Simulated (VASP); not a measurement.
## BSe: relaxation of cell and atoms with PBE

BSe:

```
CELL_PARAMETERS angstrom
1.82536 1.05387 3.02582
-1.82536 1.05387 3.02582
0.00000 -2.10775 3.02582
ATOMIC_POSITIONS crystal
B 0.00000 0.00000 0.00000
Se 0.50000 0.50000 0.50000
```

| Quantity | Value |
| --- | --- |
| Program | VASP 6.6.1 |
| Task | relaxation of cell and atoms |
| Functional | PBE |
| Potentials or basis | VASP PAW PBE potentials, release 64 (B, Se) |
| Cutoff | 500 eV |
| k mesh | 6 × 6 × 6 |
| Occupations | gaussian, width 0.1 eV |
| Spin | no spin polarisation |
| Dipole correction | no |
| Further INCAR settings | ALGO = Normal; EDIFF = 1e-07; IBRION = 2; EDIFFG = -0.04; NSW = 90; ISIF = 3 |

```yaml
Relaxed_volume: 12.94 Å³/atom
Relaxed_cell: a = 3.321 Å, b = 3.321 Å, c = 3.321 Å, α = 59.99°, β = 59.99°, γ = 59.99°
Space_group_after_relaxing_to_0.1_Å: Fm-3m (No. 225)
Energy_gained_by_relaxing: 326.7 meV/atom
Ionic_steps: 4
Pressure_after_relaxing: 0.0 GPa
Band_gap_on_the_k_mesh: zero (an odd number of electrons rules out a gap without spin polarisation)
```

The path:
```
step  energy change (eV)  largest force (eV/Å)  pressure (GPa)  volume (Å³)
   1              0.0000                0.0000          -17.38        34.92
   2             -0.6514                0.0000           -1.40        26.20
   3             -0.6529                0.0000            0.02        25.88
   4             -0.6534                0.0000            0.01        25.88
```

Final structure:
```yaml
crystal:
  lattice:
    - [1.65994, 0.95837, 2.71144]
    - [-1.65994, 0.95837, 2.71144]
    - [0.00000, -1.91674, 2.71144]
  atoms:
    - { symbol: B, position: [0.00000, 0.00000, 0.00000] }
    - { symbol: Se, position: [0.50000, 0.50000, 0.50000] }
```

Levels at points of the mesh, in eV from the Fermi level:
```tsv
k point	band 1	band 2	band 3	band 4	band 5	band 6	band 7	band 8
(0.00, 0.00, 0.00)	-17.12	-1.46	-1.45	-1.45	0.48	5.88	5.88	5.88
(0.50, 0.00, 0.00)	-14.35	-9.98	-0.89	-0.89	0.77	0.78	2.18	4.26
(0.50, 0.50, 0.00)	-13.34	-8.31	-4.67	-4.66	-4.41	3.49	8.45	8.45
(0.50, 0.50, 0.50)	-14.36	-9.98	-0.89	-0.89	0.78	0.78	2.18	4.26
```

Wall time 21 s on 1 thread of AMD EPYC 7R13 Processor (Zen 3), with other jobs on the host, peak memory 0.13 GiB.

Caveat: the volume moved by over 15 % at a fixed basis, so the end points are rough.
